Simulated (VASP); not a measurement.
# Sc4BP3 (Pm) in VASP: notebook

The runs below take Sc4BP3 through single point, with PBE.

Program: VASP 6.6.1. These are calculated values, not measurements. Logs are shortened: lines on timing, memory, paths and dates and some standing lists are left out, and cuts for length are marked.

### Step 1. The cell of the first run

The structure is monoclinic, space group Pm (No. 6). The conventional cell has a = 5.309 Å, b = 3.870 Å, c = 6.771 Å, α = 90.00°, β = 90.18°, γ = 90.00°. Within 3.3 Å of Sc (site symmetry m) lie 1 B at 2.51 Å and 5 P at 2.53 to 2.65 Å. Within 3.7 Å of Sc (site symmetry m) lie 1 B at 2.57 Å and 5 P at 2.64 to 2.69 Å and 8 Sc at 3.29 to 3.65 Å. Within 3.7 Å of Sc (site symmetry m) lie 2 B at 2.62 Å and 4 P at 2.65 to 2.79 Å and 8 Sc at 3.25 to 3.69 Å. Sc (site symmetry m) has 2 B at 2.47 Å and 4 P at 2.56 to 2.68 Å and 3 Sc at 3.25 to 3.29 Å within 3.3 Å. Within 2.8 Å of B (site symmetry m) lie 1 P at 2.09 Å and 6 Sc at 2.47 to 2.62 Å. P (site symmetry m) has 1 B at 2.09 Å and 6 Sc at 2.53 to 2.73 Å within 2.8 Å. Within 3.2 Å of P (site symmetry m) lie 2 P at 2.42 to 2.88 Å and 6 Sc at 2.60 to 2.65 Å. P (site symmetry m) has 2 P at 2.42 to 2.88 Å and 6 Sc at 2.65 to 2.79 Å within 3.2 Å.

### Step 2. Single point, PBE

Input file INCAR:

```
ALGO = Normal
EDIFF = 1E-7
ENCUT = 520
GGA = PE
ISIF = 2
ISMEAR = 0
LASPH = True
LCHARG = False
LREAL = False
LWAVE = False
NBANDS = 41
NELM = 80
PREC = Accurate
SIGMA = 0.1
```

Input file KPOINTS:

```
k-points
0
Gamma
  6 8 6
```

Input file POSCAR:

```
Sc4BP3
1.0
    5.3085691270      0.0000000000      0.0035767537
    0.0000000000      3.8700142037      0.0000000000
   -0.0253638612      0.0000000000      6.7706506645
Sc B P
4 1 3
Direct
    0.7415725030      0.0000000000      0.3416492285
    0.2568792030      0.0000000000      0.7000943531
    0.2718680954      0.5000000000      0.1372683137
    0.7329039616      0.5000000000      0.8231266320
    0.5547798076      0.0000000000      0.0001396952
    0.9484944336      0.0000000000      0.0054175439
    0.4750764248      0.5000000000      0.4953108420
    0.0184255707      0.5000000000      0.4969933918
```

Potentials or basis: VASP PAW PBE potentials, release 64 (Sc_sv, B, P).

On the command line:

```console
$ cat potpaw_PBE.64/Sc_sv/POTCAR potpaw_PBE.64/B/POTCAR potpaw_PBE.64/P/POTCAR > POTCAR
$ mpirun -np 1 vasp_std > vasp.out
```

OUTCAR:

```text
EDIFF = 1E-7
   ENCUT = 520
   GGA = PE
   ISIF = 2
   ISMEAR = 0
   LASPH = True
   LREAL = False
   NELM = 80
   PREC = Accurate

 ion  position               nearest neighbor table
   1  0.742  0.000  0.342-   5 2.51   6 2.53   7 2.61   7 2.61   8 2.65   8 2.65
   2  0.257  0.000  0.700-   5 2.57   6 2.64   7 2.65   7 2.65   8 2.69   8 2.69   4 3.29   4 3.29

   3  0.272  0.500  0.137-   5 2.62   5 2.62   7 2.65   6 2.73   6 2.73   8 2.79   4 3.25
   4  0.733  0.500  0.823-   5 2.47   5 2.47   6 2.56   6 2.56   7 2.60   8 2.68   3 3.25   2 3.29
                             2 3.29
   5  0.555  0.000  0.000-   6 2.09   4 2.47   4 2.47   1 2.51   2 2.57   3 2.62   3 2.62
   6  0.948  0.000  0.005-   5 2.09   1 2.53   4 2.56   4 2.56   2 2.64   3 2.73   3 2.73
   7  0.475  0.500  0.495-   8 2.42   4 2.60   1 2.61   1 2.61   2 2.65   2 2.65   3 2.65   8 2.88

   8  0.018  0.500  0.497-   7 2.42   1 2.65   1 2.65   4 2.68   2 2.69   2 2.69   3 2.79   7 2.88

  LATTYP: Found a simple monoclinic cell.
 ALAT       =     5.3085703320
 B/A-ratio  =     0.7290125140
 C/A-ratio  =     1.2754277987
 COS(beta)  =    -0.0030723562

  Lattice vectors:

 A1 = (   5.3085691270,   0.0000000000,   0.0035767537)
 A2 = (   0.0000000000,   3.8700142037,   0.0000000000)
 A3 = (  -0.0253638612,   0.0000000000,   6.7706506645)

Analysis of symmetry for initial positions (statically):
=====================================================================
 Subroutine PRICEL returns:
 Original cell was already a primitive cell.

 Routine SETGRP: Setting up the symmetry group for a
 simple monoclinic supercell.

 Subroutine GETGRP returns: Found  2 space group operations
 (whereof  2 operations were pure point group operations)
 out of a pool of  4 trial point group operations.

The static configuration has the point symmetry C_1h.

Analysis of symmetry for dynamics (positions and initial velocities):
=====================================================================
 Subroutine PRICEL returns:
 Original cell was already a primitive cell.

 Routine SETGRP: Setting up the symmetry group for a
 simple monoclinic supercell.

 Subroutine GETGRP returns: Found  2 space group operations
 (whereof  2 operations were pure point group operations)
 out of a pool of  4 trial point group operations.

The dynamic configuration has the point symmetry C_1h.

 Subroutine INISYM returns: Found  2 space group operations
 (whereof  2 operations are pure point group operations),
 and found     1 'primitive' translations

----------------------------------------------------------------------------------------

                                     Primitive cell

  volume of cell :     139.0982

  direct lattice vectors                    reciprocal lattice vectors
     5.308569127  0.000000000  0.003576754     0.188374203  0.000000000  0.000705678
     0.000000000  3.870014204  0.000000000     0.000000000  0.258396984  0.000000000
    -0.025363861  0.000000000  6.770650664    -0.000099513  0.000000000  0.147695920

  length of vectors
     5.308570332  3.870014204  6.770698173     0.188375524  0.258396984  0.147695953

  position of ions in fractional coordinates (direct lattice)
     0.741572503  0.000000000  0.341649229
     0.256879203  0.000000000  0.700094353
     0.271868095  0.500000000  0.137268314
     0.732903962  0.500000000  0.823126632
     0.554779808  0.000000000  0.000139695
     0.948494434  0.000000000  0.005417544
     0.475076425  0.500000000  0.495310842
     0.018425571  0.500000000  0.496993392

  ion indices of the primitive-cell ions
   primitive index   ion index
                 1           1
                 2           2
                 3           3
                 4           4
                 5           5
                 6           6
                 7           7
                 8           8

----------------------------------------------------------------------------------------

 KPOINTS: k-points

Automatic generation of k-mesh.
 Grid dimensions read from file:
 generate k-points for:    6    8    6

 Generating k-lattice:

  Cartesian coordinates                     Fractional coordinates (reciprocal lattice)
     0.031395700  0.000000000  0.000117613     0.166666667  0.000000000 -0.000000000
     0.000000000  0.032299623  0.000000000     0.000000000  0.125000000  0.000000000
    -0.000016586  0.000000000  0.024615987    -0.000000000  0.000000000  0.166666667

  Length of vectors
     0.031395921  0.032299623  0.024615992

  Shift w.r.t. Gamma in fractional coordinates (k-lattice)
     0.000000000  0.000000000  0.000000000

 Subroutine IBZKPT returns following result:
 ===========================================

 Found    100 irreducible k-points:

 Following reciprocal coordinates:
            Coordinates               Weight
  0.000000  0.000000  0.000000      1.000000
  0.166667  0.000000 -0.000000      2.000000
  0.333333  0.000000  0.000000      2.000000
  0.500000  0.000000  0.000000      1.000000
  0.000000  0.125000  0.000000      2.000000
  0.166667  0.125000 -0.000000      4.000000
[... 16 lines left out ...]
  0.333333  0.000000  0.166667      2.000000
  0.500000  0.000000  0.166667      2.000000
 [... further k-points ...]
   k-points           NKPTS =    100   k-points in BZ     NKDIM =    100   number of bands    NBANDS=     41
   number of dos      NEDOS =    301   number of ions     NIONS =      8
   total plane-waves  NPLWV =  60000
   dimension x,y,z NGX =    40 NGY =   30 NGZ =   50
   dimension x,y,z NGXF=    80 NGYF=   60 NGZF=  100
   ions per type =               4   1   3
   NGX,Y,Z   is equivalent  to a cutoff of  12.53, 12.89, 12.28 a.u.
   NGXF,Y,Z  is equivalent  to a cutoff of  25.05, 25.77, 24.55 a.u.
 SYSTEM =  unknown system
   PREC   = accura    normal or accurate (medium, high low for compatibility)
   ISTART =      0    job   : 0-new  1-cont  2-samecut
   ICHARG =      2    charge: 1-file 2-atom 10-const
   ISPIN  =      1    spin polarized calculation?
   LNONCOLLINEAR =      F non collinear calculations
   LSORBIT =      F    spin-orbit coupling
   LASPH  =      T    aspherical Exc in radial PAW
   ENCUT  =  520.0 eV  38.22 Ry    6.18 a.u.   9.87  7.20 12.59*2*pi/ulx,y,z
   NELM   =     80;   NELMIN=  2; NELMDL= -5     # of ELM steps
   EDIFF  = 0.1E-06   stopping-criterion for ELM
   LREAL  =      F    real-space projection
   EDIFFG = 0.1E-05   stopping-criterion for IOM
   NSW    =      0    number of steps for IOM
   IBRION =     -1    ionic relax: 0-MD 1-quasi-New 2-CG
   NFREE  =      0    steps in history (QN), initial steepest desc. (CG)
   ISIF   =      2    stress and relaxation
   ISYM   =      2    0-nonsym 1-usesym 2-fastsym
   POTIM  = 0.5000    time-step for ionic-motion
   TEBEG  =    0.0;   TEEND  =   0.0 temperature during run
   PSTRESS=    0.0 pullay stress
   NELECT =      62.0000    total number of electrons
   NUPDOWN=      -1.0000    fix difference up-down
   EMIN   =  10.00;   EMAX   =-10.00  energy-range for DOS
   EFERMI =   0.00;   METHOD = LEGACY
   ISMEAR =     0;   SIGMA  =   0.10  broadening in eV -4-tet -1-fermi 0-gaus
   EFERMI_NEDOS =   21; number of points for ismear=-14 and -15
   IALGO  =     38    algorithm
   IMIX   =      4    mixing-type and parameters
     AMIX     =   0.40;   BMIX     =  1.00
     AMIX_MAG =   1.60;   BMIX_MAG =  1.00
  volume/ion in A,a.u.               =      17.39       117.34
  Fermi-wavevector in a.u.,A,eV,Ry     =   1.250542  2.363181 21.277536  1.563855
  Thomas-Fermi vector in A             =   2.384531
   LORBIT       =      0    0 simple, 1 ext, 2 COOP (PROOUT), +10 PAW based schemes
   GGA     = PE    functional components
   LHFCALC =     F    Hartree Fock is set to
   AEXX    =    0.0000 exact exchange contribution
   IVDW    =     0    specifies the selected vdW correction
   LEPSILON=     F    determine dielectric tensor
   LRPA    =     F    only Hartree local field effects (RPA)
 non-spin polarized calculation
 Gauss-broadening in eV      SIGMA  =   0.10
  energy-cutoff  :      520.00
  volume of cell :      139.10
 maximum number of plane-waves:      3774
   NGX = 19   NGY = 15   NGZ = 25

 number of electron      61.9999996 magnetization

 Free energy of the ion-electron system (eV)
  ---------------------------------------------------
  ext. energy  EPLUGINS =         0.00000000
  ---------------------------------------------------
  free energy    TOTEN  =       -56.36547561 eV

  energy without entropy =      -56.34862490  energy(sigma->0) =      -56.35705025

 E-fermi :   5.7461     XC(G=0): -10.6249

 val. band max:        5.7229684559   @ k =   0.3333   0.3750   0.1667
 cond. band min:       5.7648796322   @ k =   0.3333   0.2500   0.1667
 fundamental gap:      0.0419111764
 Fermi energy:         5.7460861547

 k-point     1 :       0.0000    0.0000    0.0000
  band No.  band energies     occupation
      1     -43.6403      2.00000
      2     -43.4690      2.00000
      3     -43.3669      2.00000
      4     -43.0559      2.00000
      5     -22.3360      2.00000
      6     -22.2676      2.00000
[... 33 lines left out ...]
     40       8.4772      0.00000
     41       8.8536      0.00000

 k-point     2 :       0.1667    0.0000   -0.0000
  band No.  band energies     occupation
      1     -43.6402      2.00000
      2     -43.4689      2.00000
      3     -43.3670      2.00000
      4     -43.0560      2.00000
      5     -22.3366      2.00000
      6     -22.2668      2.00000
[... 33 lines left out ...]
     40       8.4525      0.00000
     41       8.5381      0.00000

 k-point     3 :       0.3333    0.0000    0.0000
  band No.  band energies     occupation
      1     -43.6401      2.00000
      2     -43.4686      2.00000
      3     -43.3671      2.00000
      4     -43.0563      2.00000
      5     -22.3379      2.00000
      6     -22.2653      2.00000
[... 875 lines left out ...]
      2     -43.4686      2.00000
      3     -43.3671      2.00000
      4     -43.0563      2.00000
      5     -22.3360      2.00000
      6     -22.2651      2.00000
[... 33 lines left out ...]
     40       8.4048      0.00000
     41       8.4418      0.00000

 k-point    24 :       0.5000    0.0000    0.1667
  band No.  band energies     occupation
      1     -43.6400      2.00000
      2     -43.4685      2.00000
      3     -43.3672      2.00000
      4     -43.0564      2.00000
      5     -22.3363      2.00000
      6     -22.2644      2.00000
[... 33 lines left out ...]
     40       8.5153      0.00000
     41       8.6041      0.00000

 [... further k-points ...]
[... 5 lines left out ...]
  --------------------------------------------------------------------------------------
  -------------------------------------------------------------------------------------
  Total        0.0867715      0.1883606      0.1937514      0.0000000      0.0000000      0.0062120
  in kB        0.9994612      2.1695968      2.2316904      0.0000000      0.0000000      0.0715516
  external PRESSURE =       1.8002495 kB  Pullay stress =       0.0000000 kB

 VOLUME and BASIS-vectors are now :
 -----------------------------------------------------------------------------
  energy-cutoff  :      520.00
  volume of cell :      139.10
      direct lattice vectors                 reciprocal lattice vectors
     5.308569127  0.000000000  0.003576754     0.188374203  0.000000000  0.000705678
     0.000000000  3.870014204  0.000000000     0.000000000  0.258396984  0.000000000
    -0.025363861  0.000000000  6.770650664    -0.000099513  0.000000000  0.147695920

 POSITION                                       TOTAL-FORCE (eV/Angst)
 -----------------------------------------------------------------------------------
      3.92802      0.00000      2.31584        -0.002968      0.000000      0.004611
      1.34590      0.00000      4.74101        -0.000233      0.000000      0.002740
      1.43975      1.93501      0.93037         0.003163      0.000000     -0.003408
      3.86979      1.93501      5.57572        -0.000885      0.000000     -0.004241
      2.94508      0.00000      0.00293         0.004666      0.000000      0.002412
      5.03501      0.00000      0.04007        -0.004461      0.000000      0.002143
      2.50941      1.93501      3.35528        -0.015647      0.000000     -0.001601
      0.08521      1.93501      3.36503         0.016364      0.000000     -0.002656
 -----------------------------------------------------------------------------------
    total drift:                                0.000444     -0.000000     -0.000160

  FREE ENERGIE OF THE ION-ELECTRON SYSTEM (eV)
  ---------------------------------------------------
  free  energy   TOTEN  =       -56.3654756051 eV

  energy  without entropy=      -56.3486248992  energy(sigma->0) =      -56.35705025
```

Run time: 18 min. Hardware: 1 thread of Intel Xeon 8259CL, shared host; peak memory 0.55 GiB.

Results:

```yaml
Free_energy: -56.3655 eV
Pressure: 0.2 GPa
Largest_force: 0.017 eV/Å
Band_gap_on_the_k_mesh: zero (bands 31 and 32 overlap by 0.76 eV)
```

Forces on the atoms (eV/Å):
```
Sc  -0.003  0.000  0.005
Sc   0.000  0.000  0.003
Sc   0.003  0.000 -0.003
Sc  -0.001  0.000 -0.004
B    0.005  0.000  0.002
P   -0.004  0.000  0.002
P   -0.016  0.000 -0.002
P    0.016  0.000 -0.003
```

[end of part 1 of 2]

The gap in the log of VASP goes by the Fermi energy; the results here count the filled bands.